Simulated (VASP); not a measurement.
Write the native input for VASP 6.6.1 that does the following.

- Task: single point
- Functional: PBE
- Potentials or basis: VASP PAW PBE potentials, release 64 (Mo_sv)
- Cutoff: 520 eV
- k mesh: 18 × 18 × 17
- Occupations: fermi-dirac, width 0.05 eV
- Spin: no spin polarisation
- Dipole correction: no
- Further INCAR settings: ALGO = Normal; EDIFF = 1e-06; NBANDS = 13

The structure of Mo lies in POSCAR:

```
Mo
1.0
    2.4079756618      0.0000000000      0.0000000000
   -1.2039878309      2.0853680948      0.0000000000
    0.0000000000      0.0000000000      2.2053417838
Mo
1
Direct
    0.0000000000      0.0000000000      0.0000000000
```

This isn't the form of Mo at room conditions, which is bcc.

These files were run (other wordings do the same):

INCAR

```
SYSTEM = Mo
ALGO     = Normal         ! electronic algorithm
EDIFF    = 1E-6           ! SCF threshold, eV
ENCUT    = 520            ! plane-wave cutoff, eV
GGA      = PE             ! functional
ISIF     = 2              ! what is computed and relaxed
ISMEAR   = -1             ! smearing method
LASPH    = .TRUE.         ! aspherical terms in the spheres
LCHARG   = .FALSE.        ! write CHGCAR
LREAL    = .FALSE.        ! projectors in reciprocal space
LWAVE    = .FALSE.        ! write WAVECAR
NBANDS   = 13             ! bands
NELM     = 100            ! most SCF steps
PREC     = Accurate       ! precision mode
SIGMA    = 0.05           ! smearing width, eV
```

KPOINTS

```
k-points
0
G
  18 18 17
  0 0 0
```

Potentials or basis: VASP PAW PBE potentials, release 64 (Mo_sv).

Command:

```console
$ cat potpaw_PBE.64/Mo_sv/POTCAR > POTCAR
$ mpirun -np 1 vasp_std > vasp.out
```

Results of the run:

```yaml
Pressure: 204.2 GPa
Band_gap_on_the_k_mesh: zero (bands 7 and 8 overlap by 3.74 eV)
```

Caveat: the cell stands under pressure.

Wall time 26 s on 1 thread of Intel(R) Xeon(R) Platinum 8259CL CPU @ 2.50GHz (Skylake/Cascade Lake) (shared host), peak memory 0.15 GiB.
